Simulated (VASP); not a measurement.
ZnS, 4 atoms in the cell. Symmetry: P2_1/m, No. 11, monoclinic system. Conventional cell: a = 3.566 Å, b = 5.880 Å, c = 3.590 Å, α = 90.00°, β = 119.35°, γ = 90.00°. Zn (site symmetry -1) has 6 S at 2.53 to 2.56 Å and 2 Zn at 2.94 Å within 3.3 Å. S (site symmetry m) has 6 Zn at 2.53 to 2.56 Å within 3.3 Å.  This cell differs from its parent crystal: shear xy strain -1.5%.

- Program: VASP 6.6.1
- Task: single point
- Functional: r2SCAN
- Potentials or basis: VASP PAW PBE potentials, release 64 (Zn, S)
- Cutoff: 520 eV
- k mesh: 12 × 12 × 4
- Occupations: gaussian, width 0.01 eV
- Spin: no spin polarisation
- Dipole correction: no
- Further INCAR settings: ALGO = Normal; EDIFF = 1e-06; NBANDS = 26

Potentials or basis: VASP PAW PBE potentials, release 64 (Zn, S).

Run with:

```console
$ cat potpaw_PBE.64/Zn/POTCAR potpaw_PBE.64/S/POTCAR > POTCAR
$ cp INCAR.step1 INCAR
$ mpirun -np 1 vasp_std > vasp.out
$ cp INCAR.step2 INCAR
$ mpirun -np 1 vasp_std > vasp.out
```

Hardware: 1 thread of AMD EPYC 9R45 96-Core Processor (Zen 5), with other jobs on the host.

Q: Estimate the wall time of this run.

A: It took 11 min on 1 thread of AMD EPYC 9R45 96-Core Processor (Zen 5), on a shared host, peak memory 0.39 GiB. Counts: k points 222.
